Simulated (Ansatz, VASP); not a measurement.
# Two plane-wave programs on RbCl

The input INCAR:

```
PREC = Accurate ; ENCUT = 500
EDIFF = 1E-6 ; ISMEAR = 0
SIGMA = 0.01 ; LREAL = False
LASPH = True ; NELM = 120
ALGO = Normal ; ISIF = 2
LWAVE = False ; LCHARG = False
GGA = PE ; NBANDS = 15
GGA_COMPAT = False
```

The input KPOINTS:

```
regular mesh
0
Gamma
  5 5 5
```

File POSCAR:

```
RbCl
1.0
    0.0000000000      3.3590767497      3.3590767497
    3.3590767497      0.0000000000      3.3590767497
    3.3590767497      3.3590767497      0.0000000000
Rb Cl
1 1
Direct
    0.0000000000      0.0000000000      0.0000000000
    0.5000000000      0.5000000000      0.5000000000
```

Input for Ansatz:

```yaml
crystal:
  lattice:
    - [0.0, 3.3590767496517033, 3.3590767496517033]
    - [3.3590767496517033, 0.0, 3.3590767496517033]
    - [3.3590767496517033, 3.3590767496517033, 0.0]
  atoms:
    - { symbol: Rb, position: [0.0, 0.0, 0.0] }
    - { symbol: Cl, position: [0.5, 0.5, 0.5] }
basis:
  ecutwfc: 510.0
kpoints:
  mp_grid:
    grid: [5, 5, 5]
hamiltonian:
  xc: pbe
scf:
  occupations:
    method: fixed
output:
  stress: true
```

Alike in both runs: task single point; functional PBE; k mesh 5 × 5 × 5; no spin polarisation.

|  | VASP | Ansatz |
| --- | --- | --- |
| version | VASP 6.6.1 | Ansatz 0.2.0 |
| potentials or method | VASP PAW PBE potentials, release 64 (Rb_sv, Cl), cutoff 500 eV | plane waves, PAW |
| occupations | gaussian, width 0.01 eV | fixed |
| valence electrons in the cell | 16 | 16 |

```tsv
	VASP	Ansatz	Ansatz less VASP
pressure (GPa)	-0.1	-0.1	+0.01
```
